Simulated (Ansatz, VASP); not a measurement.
## Two plane-wave programs on SiO2

```
Si O
1.0
    -4.06341    4.06341    4.06341
     4.06341   -4.06341    4.06341
     4.06341    4.06341   -4.06341
Si O
8 16
Direct
  0.50000 0.00000 0.77442
  0.27442 0.27442 0.27442
  0.50000 0.00000 0.22558
  0.72558 0.72558 0.72558
  0.77442 0.50000 0.00000
  0.00000 0.22558 0.50000
  0.22558 0.50000 0.00000
  0.00000 0.77442 0.50000
  0.70055 0.95055 0.75000
  0.75000 0.70055 0.95055
  0.79945 0.54945 0.25000
  0.75000 0.20055 0.45055
  0.04945 0.25000 0.29945
  0.50000 0.00000 0.00000
  0.25000 0.79945 0.54945
  0.45055 0.75000 0.20055
  0.29945 0.04945 0.25000
  0.20055 0.45055 0.75000
  0.95055 0.75000 0.70055
  0.50000 0.50000 0.50000
  0.25000 0.29945 0.04945
  0.00000 0.50000 0.00000
  0.00000 0.00000 0.50000
  0.54945 0.25000 0.79945
```

Alike in both runs: functional LDA; k mesh 4 × 4 × 4; occupations gaussian, width 0.02 eV; no spin polarisation.

Ansatz relaxed the structure, and its values are those at the end. VASP's run is a single point on that final structure, the one shown.

```csv
,VASP,Ansatz
version,VASP 6.6.1,Ansatz 0.2.0
potentials or method,"VASP PAW LDA potentials, release 64 (Si, O), cutoff 520 eV","scalar-relativistic, plane waves, PAW"
valence electrons in the cell,128,128
```

Ansatz gave:

| Property | Result |
| --- | --- |
| gap on the k mesh at the Fermi level (eV) | 6.13 |
| least direct gap on the mesh (eV) | 6.23 |
| pressure (GPa) | 4.7 |
| rms of the force components (eV/Å) | 0.002 |

**Question.** Which values does VASP return?

**Answer.** gap on the k mesh at the Fermi level (eV): 6.14; least direct gap on the mesh (eV): 6.24; pressure (GPa): 5.4; rms of the force components (eV/Å): 0.024.

LDA's correlation is that of Perdew and Zunger in VASP and of Perdew and Wang (1992) in Ansatz. Ansatz's warnings: stress scf threshold loose.
